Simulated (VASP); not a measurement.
Here is a VASP 6.6.1 calculation.

Contents of INCAR:

```
ALGO = Fast
EDIFF = 1E-7
ENCUT = 520
GGA = PE
ISIF = 2
ISMEAR = 0
LASPH = T
LCHARG = F
LREAL = F
LWAVE = F
NBANDS = 23
NELM = 100
PREC = Accurate
SIGMA = 0.1
```

Contents of KPOINTS:

```
k-points
0
Gamma
  4 4 4
```

The input POSCAR:

```
Al6Pt
1.0
   -3.5619515147      3.5619515147      3.5619515147
    3.5619515147     -3.5619515147      3.5619515147
    3.5619515147      3.5619515147     -3.5619515147
Al Pt
6 1
Direct
    0.6676549250      0.6676549250      0.0000000000
    0.3323450750      0.3323450750      0.0000000000
    0.0000000000      0.3323450750      0.3323450750
    0.0000000000      0.6676549250      0.6676549250
    0.6676549250      0.0000000000      0.6676549250
    0.3323450750      0.0000000000      0.3323450750
    0.0000000000      0.0000000000      0.0000000000
```

Potentials or basis: VASP PAW PBE potentials, release 64 (Al, Pt).

The run is started by

```sh
$ cat potpaw_PBE.64/Al/POTCAR potpaw_PBE.64/Pt/POTCAR > POTCAR
$ mpirun -np 1 vasp_std > vasp.out
```

What does it give for the band gap on the k mesh?

Zero (band 14 reaches 4.54 eV, above the bottom of band 15 at 2.99 eV).

Estimate the largest force.

0.032 eV/Å.

What does it give for the pressure?

0.0 GPa.

Forces on the atoms (eV/Å):
```
Al   0.000  0.000  0.032
Al   0.000  0.000 -0.032
Al  -0.032  0.000  0.000
Al   0.032  0.000  0.000
Al   0.000  0.032  0.000
Al   0.000 -0.032  0.000
Pt   0.000  0.000  0.000
```

Caveat: spin-orbit coupling is left out, which moves the levels of the heavy elements.
